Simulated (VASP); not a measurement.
# PbS (sol) (I4/mmm) in VASP: notebook

Runs on PbS (sol). Level: PBEsol. Tasks: single point.

All numbers are computed with VASP 6.6.1; they aren't measurements. Logs are shortened: lines on timing, memory, paths and dates and some standing lists are left out, and cuts for length are marked.

### Step 1. The cell of the first run

It takes space group I4/mmm (No. 139, tetragonal). The conventional cell has a = 4.133 Å, b = 4.133 Å, c = 5.939 Å, α = 90.00°, β = 90.00°, γ = 90.00°. Within 3.8 Å of Pb (site symmetry 4/mmm) lie 6 S at 2.92 to 2.97 Å. Within 3.8 Å of S (site symmetry 4/mmm) lie 6 Pb at 2.92 to 2.97 Å.

### Step 2. Single point, PBEsol (strained cell)

Contents of INCAR:

```
ALGO = Normal
EDIFF = 1E-6
ENCUT = 500
GGA = PS
GGA_COMPAT = False
ISIF = 2
ISMEAR = 0
LASPH = True
LCHARG = False
LREAL = False
LWAVE = False
NBANDS = 17
NELM = 120
PREC = Accurate
SIGMA = 0.01
```

Contents of KPOINTS:

```
k-points
0
Gamma
  10 10 10
```

Contents of POSCAR:

```
PbS
1.0
    0.0000000000      2.9223668753      2.9695970470
    2.9223668753      0.0000000000      2.9695970470
    2.9223668753      2.9223668753      0.0000000000
Pb S
1 1
Direct
    0.0000000000      0.0000000000      0.0000000000
    0.5000000000      0.5000000000      0.5000000000
```

Potentials or basis: VASP PAW PBE potentials, release 64 (Pb_d, S).

Command:

```console
> cat potpaw_PBE.64/Pb_d/POTCAR potpaw_PBE.64/S/POTCAR > POTCAR
> mpirun -np 1 vasp_std > vasp.out
```

OUTCAR:

```text
EDIFF = 1E-6
   ENCUT = 500
   GGA = PS
   ISIF = 2
   ISMEAR = 0
   LASPH = True
   LREAL = False
   NELM = 120
   PREC = Accurate

 ion  position               nearest neighbor table
   1  0.000  0.000  0.000-   2 2.92   2 2.92   2 2.92   2 2.92   2 2.97   2 2.97
   2  0.500  0.500  0.500-   1 2.92   1 2.92   1 2.92   1 2.92   1 2.97   1 2.97

  LATTYP: Found a body centered tetragonal cell.
 ALAT       =     4.1328508693
 C/A-ratio  =     1.4370695391

  Lattice vectors:

 A1 = (  -2.9223668753,   0.0000000000,   2.9695970470)
 A2 = (   2.9223668753,   0.0000000000,   2.9695970470)
 A3 = (   0.0000000000,   2.9223668753,  -2.9695970470)

Analysis of symmetry for initial positions (statically):
=====================================================================
 Subroutine PRICEL returns:
 Original cell was already a primitive cell.

 Routine SETGRP: Setting up the symmetry group for a
 body centered tetragonal supercell.

 Subroutine GETGRP returns: Found 16 space group operations
 (whereof 16 operations were pure point group operations)
 out of a pool of 16 trial point group operations.

The static configuration has the point symmetry D_4h.

Analysis of symmetry for dynamics (positions and initial velocities):
=====================================================================
 Subroutine PRICEL returns:
 Original cell was already a primitive cell.

 Routine SETGRP: Setting up the symmetry group for a
 body centered tetragonal supercell.

 Subroutine GETGRP returns: Found 16 space group operations
 (whereof 16 operations were pure point group operations)
 out of a pool of 16 trial point group operations.

The dynamic configuration has the point symmetry D_4h.

 Subroutine INISYM returns: Found 16 space group operations
 (whereof 16 operations are pure point group operations),
 and found     1 'primitive' translations

----------------------------------------------------------------------------------------

                                     Primitive cell

  volume of cell :      50.7221

  direct lattice vectors                    reciprocal lattice vectors
     0.000000000  2.922366875  2.969597047    -0.171094192  0.171094192  0.168373012
     2.922366875  0.000000000  2.969597047     0.171094192 -0.171094192  0.168373012
     2.922366875  2.922366875  0.000000000     0.171094192  0.171094192 -0.168373012

  length of vectors
     4.166381497  4.166381497  4.132850869     0.294781133  0.294781133  0.294781133

  position of ions in fractional coordinates (direct lattice)
     0.000000000  0.000000000  0.000000000
     0.500000000  0.500000000  0.500000000

  ion indices of the primitive-cell ions
   primitive index   ion index
                 1           1
                 2           2

----------------------------------------------------------------------------------------

 KPOINTS: k-points

Automatic generation of k-mesh.
 Grid dimensions read from file:
 generate k-points for:   10   10   10

 Generating k-lattice:

  Cartesian coordinates                     Fractional coordinates (reciprocal lattice)
    -0.017109419  0.017109419  0.016837301     0.100000000 -0.000000000  0.000000000
     0.017109419 -0.017109419  0.016837301    -0.000000000  0.100000000  0.000000000
     0.017109419  0.017109419 -0.016837301     0.000000000  0.000000000  0.100000000

  Length of vectors
     0.029478113  0.029478113  0.029478113

  Shift w.r.t. Gamma in fractional coordinates (k-lattice)
     0.000000000  0.000000000  0.000000000

 Subroutine IBZKPT returns following result:
 ===========================================

 Found    102 irreducible k-points:

 Following reciprocal coordinates:
            Coordinates               Weight
  0.000000  0.000000  0.000000      1.000000
  0.100000 -0.000000  0.000000      8.000000
  0.200000 -0.000000  0.000000      8.000000
  0.300000  0.000000  0.000000      8.000000
  0.400000  0.000000  0.000000      8.000000
  0.500000  0.000000  0.000000      4.000000
[... 16 lines left out ...]
  0.300000  0.300000  0.000000      2.000000
  0.400000  0.300000  0.000000      8.000000
 [... further k-points ...]
   k-points           NKPTS =    102   k-points in BZ     NKDIM =    102   number of bands    NBANDS=     17
   number of dos      NEDOS =    301   number of ions     NIONS =      2
   total plane-waves  NPLWV =  27000
   dimension x,y,z NGX =    30 NGY =   30 NGZ =   30
   dimension x,y,z NGXF=    60 NGYF=   60 NGZF=   60
   ions per type =               1   1
   NGX,Y,Z   is equivalent  to a cutoff of  11.97, 11.97, 12.07 a.u.
   NGXF,Y,Z  is equivalent  to a cutoff of  23.94, 23.94, 24.14 a.u.
 SYSTEM =  unknown system
   PREC   = accura    normal or accurate (medium, high low for compatibility)
   ISTART =      0    job   : 0-new  1-cont  2-samecut
   ICHARG =      2    charge: 1-file 2-atom 10-const
   ISPIN  =      1    spin polarized calculation?
   LNONCOLLINEAR =      F non collinear calculations
   LSORBIT =      F    spin-orbit coupling
   LASPH  =      T    aspherical Exc in radial PAW
   ENCUT  =  500.0 eV  36.75 Ry    6.06 a.u.   7.60  7.60  7.54*2*pi/ulx,y,z
   NELM   =    120;   NELMIN=  2; NELMDL= -5     # of ELM steps
   EDIFF  = 0.1E-05   stopping-criterion for ELM
   LREAL  =      F    real-space projection
   EDIFFG = 0.1E-04   stopping-criterion for IOM
   NSW    =      0    number of steps for IOM
   IBRION =     -1    ionic relax: 0-MD 1-quasi-New 2-CG
   NFREE  =      0    steps in history (QN), initial steepest desc. (CG)
   ISIF   =      2    stress and relaxation
   ISYM   =      2    0-nonsym 1-usesym 2-fastsym
   POTIM  = 0.5000    time-step for ionic-motion
   TEBEG  =    0.0;   TEEND  =   0.0 temperature during run
   PSTRESS=    0.0 pullay stress
   NELECT =      20.0000    total number of electrons
   NUPDOWN=      -1.0000    fix difference up-down
   EMIN   =  10.00;   EMAX   =-10.00  energy-range for DOS
   EFERMI =   0.00;   METHOD = LEGACY
   ISMEAR =     0;   SIGMA  =   0.01  broadening in eV -4-tet -1-fermi 0-gaus
   EFERMI_NEDOS =   21; number of points for ismear=-14 and -15
   IALGO  =     38    algorithm
   IMIX   =      4    mixing-type and parameters
     AMIX     =   0.40;   BMIX     =  1.00
     AMIX_MAG =   1.60;   BMIX_MAG =  1.00
  volume/ion in A,a.u.               =      25.36       171.14
  Fermi-wavevector in a.u.,A,eV,Ry     =   1.200473  2.268566 19.607847  1.441136
  Thomas-Fermi vector in A             =   2.336308
   LORBIT       =      0    0 simple, 1 ext, 2 COOP (PROOUT), +10 PAW based schemes
   GGA     = PS    functional components
   LHFCALC =     F    Hartree Fock is set to
   AEXX    =    0.0000 exact exchange contribution
   IVDW    =     0    specifies the selected vdW correction
   LEPSILON=     F    determine dielectric tensor
   LRPA    =     F    only Hartree local field effects (RPA)
 non-spin polarized calculation
 Gauss-broadening in eV      SIGMA  =   0.01
  energy-cutoff  :      500.00
  volume of cell :       50.72
 maximum number of plane-waves:      1311
   NGX = 15   NGY = 15   NGZ = 15

 number of electron      20.0000002 magnetization

 Free energy of the ion-electron system (eV)
  ---------------------------------------------------
  ext. energy  EPLUGINS =         0.00000000
  ---------------------------------------------------
  free energy    TOTEN  =        -9.45092801 eV

  energy without entropy =       -9.45092801  energy(sigma->0) =       -9.45092801

 E-fermi :   6.1894     XC(G=0): -10.0190

 val. band max:        6.1054307656   @ k =   0.5000   0.0000   0.0000
 cond. band min:       6.2431461666   @ k =   0.5000   0.0000   0.0000
 fundamental gap:      0.1377154010
 Fermi energy:         6.1893723598

 k-point     1 :       0.0000    0.0000    0.0000
  band No.  band energies     occupation
      1     -10.7289      2.00000
      2     -10.7289      2.00000
      3     -10.7262      2.00000
      4     -10.7215      2.00000
      5     -10.7105      2.00000
      6      -7.7996      2.00000
[... 9 lines left out ...]
     16      12.6710      0.00000
     17      14.4260      0.00000

 k-point     2 :       0.1000   -0.0000    0.0000
  band No.  band energies     occupation
      1     -10.7284      2.00000
      2     -10.7263      2.00000
      3     -10.7261      2.00000
      4     -10.7198      2.00000
      5     -10.7120      2.00000
      6      -7.7088      2.00000
[... 9 lines left out ...]
     16      12.9321      0.00000
     17      15.3249      0.00000

 k-point     3 :       0.2000   -0.0000    0.0000
  band No.  band energies     occupation
      1     -10.7345      2.00000
      2     -10.7287      2.00000
      3     -10.7268      2.00000
      4     -10.7067      2.00000
      5     -10.7065      2.00000
      6      -7.4475      2.00000
[... 9 lines left out ...]
     16      13.5069      0.00000
     17      16.9304      0.00000

 k-point     4 :       0.3000    0.0000    0.0000
  band No.  band energies     occupation
      1     -10.7448      2.00000
      2     -10.7388      2.00000
      3     -10.7262      2.00000
      4     -10.6925      2.00000
      5     -10.6898      2.00000
      6      -7.0582      2.00000
[... 9 lines left out ...]
     16      14.3656      0.00000
     17      18.4080      0.00000
[... 343 lines left out ...]
      1     -10.7507      2.00000
      2     -10.7340      2.00000
      3     -10.7238      2.00000
      4     -10.7039      2.00000
      5     -10.6855      2.00000
      6      -6.9064      2.00000
[... 9 lines left out ...]
     16      15.7304      0.00000
     17      16.2028      0.00000

 k-point    23 :       0.3000    0.3000    0.0000
  band No.  band energies     occupation
      1     -10.8221      2.00000
      2     -10.7449      2.00000
      3     -10.6925      2.00000
      4     -10.6855      2.00000
      5     -10.6855      2.00000
      6      -6.7971      2.00000
[... 9 lines left out ...]
     16      16.8197      0.00000
     17      16.8658      0.00000

 k-point    24 :       0.4000    0.3000    0.0000
  band No.  band energies     occupation
      1     -10.8444      2.00000
      2     -10.7446      2.00000
      3     -10.6960      2.00000
      4     -10.6786      2.00000
      5     -10.6732      2.00000
      6      -6.4845      2.00000
[... 9 lines left out ...]
     16      17.0965      0.00000
     17      17.7196      0.00000

 [... further k-points ...]
[... 5 lines left out ...]
  --------------------------------------------------------------------------------------
  -------------------------------------------------------------------------------------
  Total        0.4999717      0.4999717     -0.1984893      0.0000000     -0.0000000      0.0000000
  in kB       15.7927957     15.7927957     -6.2697555      0.0000000     -0.0000000      0.0000000
  external PRESSURE =       8.4386120 kB  Pullay stress =       0.0000000 kB

 VOLUME and BASIS-vectors are now :
 -----------------------------------------------------------------------------
  energy-cutoff  :      500.00
  volume of cell :       50.72
      direct lattice vectors                 reciprocal lattice vectors
     0.000000000  2.922366875  2.969597047    -0.171094192  0.171094192  0.168373012
     2.922366875  0.000000000  2.969597047     0.171094192 -0.171094192  0.168373012
     2.922366875  2.922366875  0.000000000     0.171094192  0.171094192 -0.168373012

 POSITION                                       TOTAL-FORCE (eV/Angst)
 -----------------------------------------------------------------------------------
      0.00000      0.00000      0.00000         0.000000      0.000000     -0.000000
      2.92237      2.92237      2.96960        -0.000000     -0.000000      0.000000
 -----------------------------------------------------------------------------------
    total drift:                               -0.000000      0.000000      0.000000

  FREE ENERGIE OF THE ION-ELECTRON SYSTEM (eV)
  ---------------------------------------------------
  free  energy   TOTEN  =        -9.4509280108 eV

  energy  without entropy=       -9.4509280108  energy(sigma->0) =       -9.45092801
```

Run time: 65 s. Hardware: 1 thread of Intel Xeon Platinum 8259CL at 2.50GHz (Skylake/Cascade Lake), shared host; peak memory 0.22 GiB.

What came out:

| Item | Value |
| --- | --- |
| Free energy | -9.4509 eV |
| Pressure | 0.8 GPa |
| Band gap on the k mesh | 0.14 eV, direct |

Levels at points of the mesh, in eV from the valence-band top:
```tsv
k point	band 8	band 9	band 10	band 11	band 12	band 13
(0.00, 0.00, 0.00)	-2.40	-2.40	-2.27	4.96	5.33	5.33
(0.50, 0.00, 0.00)	-1.95	-1.91	0.00	0.14	1.74	1.84
(0.50, 0.50, 0.00)	-5.53	-3.67	-3.67	3.60	5.46	5.77
(0.50, 0.00, 0.50)	-5.55	-3.79	-3.62	3.54	5.50	5.64
```

Caveat: the cell differs from its parent crystal (strained cell); the PAW data sets were made with another functional, which shifts forces and pressure a little; spin-orbit coupling is left out, which moves the levels of the heavy elements. A k mesh can miss the band edges.

### Step 3. Single point, PBEsol (strained cell)

Contents of INCAR:

```
ALGO     = Normal         # electronic algorithm
EDIFF    = 1E-6           # SCF threshold, eV
ENCUT    = 500            # plane-wave cutoff, eV
GGA      = PS             # functional
GGA_COMPAT= F            
ISIF     = 2              # what is computed and relaxed
ISMEAR   = 0              # smearing method
LASPH    = T              # aspherical terms in the spheres
LCHARG   = F              # write CHGCAR
LREAL    = F              # projectors in reciprocal space
LWAVE    = F              # write WAVECAR
NBANDS   = 17             # bands
NELM     = 120            # most SCF steps
PREC     = Accurate       # precision mode
SIGMA    = 0.01           # smearing width, eV
```

KPOINTS is that of step 2.

Contents of POSCAR:

```
PbS
1.0
    0.0000000000      2.9223668753      2.9584463068
    2.9223668753      0.0000000000      2.9584463068
    2.9223668753      2.9223668753      0.0000000000
Pb S
1 1
Direct
    0.0000000000      0.0000000000      0.0000000000
    0.5000000000      0.5000000000      0.5000000000
```

Potentials or basis: VASP PAW PBE potentials, release 64 (Pb_d, S).

Command:

```console
> cat potpaw_PBE.64/Pb_d/POTCAR potpaw_PBE.64/S/POTCAR > POTCAR
> mpirun -np 1 vasp_std > vasp.out
```

OUTCAR:

```text
EDIFF = 1E-6
   ENCUT = 500
   GGA = PS
   ISIF = 2
   ISMEAR = 0
   LASPH = T
   LREAL = F
   NELM = 120
   PREC = Accurate

 ion  position               nearest neighbor table
   1  0.000  0.000  0.000-   2 2.92   2 2.92   2 2.92   2 2.92   2 2.96   2 2.96
   2  0.500  0.500  0.500-   1 2.92   1 2.92   1 2.92   1 2.92   1 2.96   1 2.96

  LATTYP: Found a body centered tetragonal cell.
 ALAT       =     4.1328508693
 C/A-ratio  =     1.4316733898

  Lattice vectors:

 A1 = (  -2.9223668753,   0.0000000000,   2.9584463068)
 A2 = (   2.9223668753,   0.0000000000,   2.9584463068)
 A3 = (   0.0000000000,   2.9223668753,  -2.9584463068)

Analysis of symmetry for initial positions (statically):
=====================================================================
 Subroutine PRICEL returns:
 Original cell was already a primitive cell.

 Routine SETGRP: Setting up the symmetry group for a
 body centered tetragonal supercell.

 Subroutine GETGRP returns: Found 16 space group operations
 (whereof 16 operations were pure point group operations)
 out of a pool of 16 trial point group operations.

[... 156 lines left out ...]
  ext. energy  EPLUGINS =         0.00000000
  ---------------------------------------------------
  free energy    TOTEN  =        -9.45125341 eV

  energy without entropy =       -9.45125341  energy(sigma->0) =       -9.45125341

 E-fermi :   6.2327     XC(G=0): -10.0369

 val. band max:        6.1593536550   @ k =   0.5000   0.0000   0.0000
 cond. band min:       6.2847435025   @ k =   0.5000   0.0000   0.0000
 fundamental gap:      0.1253898475
 Fermi energy:         6.2327120854

 k-point     1 :       0.0000    0.0000    0.0000
  band No.  band energies     occupation
      1     -10.6848      2.00000
      2     -10.6848      2.00000
      3     -10.6828      2.00000
      4     -10.6762      2.00000
      5     -10.6679      2.00000
      6      -7.7837      2.00000
[... 457 lines left out ...]
      4     -10.6333      2.00000
      5     -10.6280      2.00000
      6      -6.4473      2.00000
[... 9 lines left out ...]
     16      17.1538      0.00000
     17      17.7625      0.00000

 [... further k-points ...]
[... 5 lines left out ...]
  --------------------------------------------------------------------------------------
  -------------------------------------------------------------------------------------
  Total        0.5187599      0.5187599     -0.0269057      0.0000000      0.0000000      0.0000000
  in kB       16.4480282     16.4480282     -0.8530851      0.0000000      0.0000000      0.0000000
  external PRESSURE =      10.6809904 kB  Pullay stress =       0.0000000 kB

 VOLUME and BASIS-vectors are now :
 -----------------------------------------------------------------------------
  energy-cutoff  :      500.00
  volume of cell :       50.53
      direct lattice vectors                 reciprocal lattice vectors
     0.000000000  2.922366875  2.958446307    -0.171094192  0.171094192  0.169007630
     2.922366875  0.000000000  2.958446307     0.171094192 -0.171094192  0.169007630
     2.922366875  2.922366875  0.000000000     0.171094192  0.171094192 -0.169007630

 POSITION                                       TOTAL-FORCE (eV/Angst)
 -----------------------------------------------------------------------------------
      0.00000      0.00000      0.00000         0.000000     -0.000000     -0.000000
      2.92237      2.92237      2.95845         0.000000      0.000000      0.000000
 -----------------------------------------------------------------------------------
    total drift:                               -0.000000      0.000000      0.000000

  FREE ENERGIE OF THE ION-ELECTRON SYSTEM (eV)
  ---------------------------------------------------
  free  energy   TOTEN  =        -9.4512534125 eV

  energy  without entropy=       -9.4512534125  energy(sigma->0) =       -9.45125341
```

stdout:

```text
POSCAR found type information on POSCAR PbS
 POSCAR found :  2 types and       2 ions
 scaLAPACK will be used
 -----------------------------------------------------------------------------
|                                                                             |
|                                                                             |
|     You enforced a specific xc type in the INCAR file but a different       |
|     I HOPE YOU KNOW WHAT YOU ARE DOING!                                     |
|                                                                             |
 -----------------------------------------------------------------------------

 LDA part: xc-table for (Slater+PW92), standard interpolation
 POSCAR, INCAR and KPOINTS ok, starting setup
 FFT: planning ... GRIDC
 FFT: planning ... GRID_SOFT
 FFT: planning ... GRID
 WAVECAR not read
 entering main loop
```

It took 67 s on 1 thread of Intel Xeon Platinum 8259CL at 2.50GHz (Skylake/Cascade Lake), shared host; peak memory 0.22 GiB.

What came out:

```yaml
Free_energy: -9.4513 eV
Pressure: 1.1 GPa
Band_gap_on_the_k_mesh: 0.13 eV, direct
```

Levels at points of the mesh, in eV from the valence-band top:
```
           k point  band 6  band 7  band 8  band 9  band 10  band 11  band 12  band 13  band 14  band 15
(0.00, 0.00, 0.00)  -13.94   -6.04   -2.41   -2.41    -2.31     5.02     5.31     5.31     6.47     6.54
(0.50, 0.00, 0.00)  -12.59   -9.14   -1.97   -1.94     0.00     0.13     1.74     1.82     8.49     9.96
(0.50, 0.50, 0.00)  -12.14   -7.29   -5.57   -3.70    -3.70     3.57     5.50     5.77     5.77    11.18
(0.50, 0.00, 0.50)  -12.07   -7.36   -5.59   -3.79    -3.67     3.52     5.56     5.64     5.83    11.14
```

Caveat: the cell differs from its parent crystal (strained cell); the PAW data sets were made with another functional, which shifts forces and pressure a little; spin-orbit coupling is left out, which moves the levels of the heavy elements. A k mesh can miss the band edges.
